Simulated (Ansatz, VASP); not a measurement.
## Sc in VASP and in Ansatz

INCAR

```
PREC     = Accurate       # precision mode
ENCUT    = 520            # plane-wave cutoff, eV
EDIFF    = 1E-6           # SCF threshold, eV
ISMEAR   = 0              # smearing method
SIGMA    = 0.15           # smearing width, eV
LREAL    = F              # projectors in reciprocal space
LASPH    = T              # aspherical terms in the spheres
NELM     = 100            # most SCF steps
ALGO     = Fast           # electronic algorithm
ISIF     = 2              # what is computed and relaxed
LWAVE    = F              # write WAVECAR
LCHARG   = F              # write CHGCAR
GGA      = PS             # functional
NBANDS   = 18             # bands
```

File KPOINTS:

```
regular mesh
0
Gamma
  18 18 10
```

Contents of POSCAR:

```
Sc
1.0
    3.3087978973      0.0000000000      0.0000000000
   -1.6543989486      2.8655030350      0.0000000000
    0.0000000000      0.0000000000      5.2153200000
Sc
2
Direct
    0.3333333333      0.6666666667      0.2500000000
    0.6666666667      0.3333333333      0.7500000000
```

Input for Ansatz:

```yaml
crystal:
  lattice:
    - [3.3087978973, 0.0, 0.0]
    - [-1.6543989486, 2.865503035, 0.0]
    - [0.0, 0.0, 5.21532]
  atoms:
    - { symbol: Sc, position: [0.3333333333, 0.6666666667, 0.25] }
    - { symbol: Sc, position: [0.6666666667, 0.3333333333, 0.75] }
basis:
  ecutwfc: 420
kpoints:
  mp_grid: { grid: [18, 18, 10] }
hamiltonian:
  xc: pbesol
scf:
  occupations: { method: gaussian, width: 0.15 }
output:
  forces: true
  stress: true
  eigenvalues: true
  write_density: true
  write_potential: true
  elf: true
  volumetric_format: npy
```

Change from the starting cell: strain -0.0100 x Voigt [0, 0, 1, 0, 0, 0], atoms carried along.

Alike in both runs: task single point; functional PBEsol; k mesh 18 × 18 × 10; occupations gaussian, width 0.15 eV; no spin polarisation.

```csv
,VASP,Ansatz
version,VASP 6.6.1,Ansatz 0.2.0
potentials or method,"VASP PAW PBE potentials, release 64 (Sc_sv), cutoff 520 eV","scalar-relativistic, plane waves, PAW"
valence electrons in the cell,22,22
```

```tsv
	VASP	Ansatz	Ansatz less VASP
gap on the k mesh at the Fermi level (eV)	none	none	-
pressure (GPa)	-2.3	-2.3	-0.01
traceless stress, the component that is largest in VASP (GPa)	-0.64	-0.64	0.000
```

VASP's potentials were made for PBE, not for PBEsol. A gap of «none» marks a metal or a gap that the smearing closes.
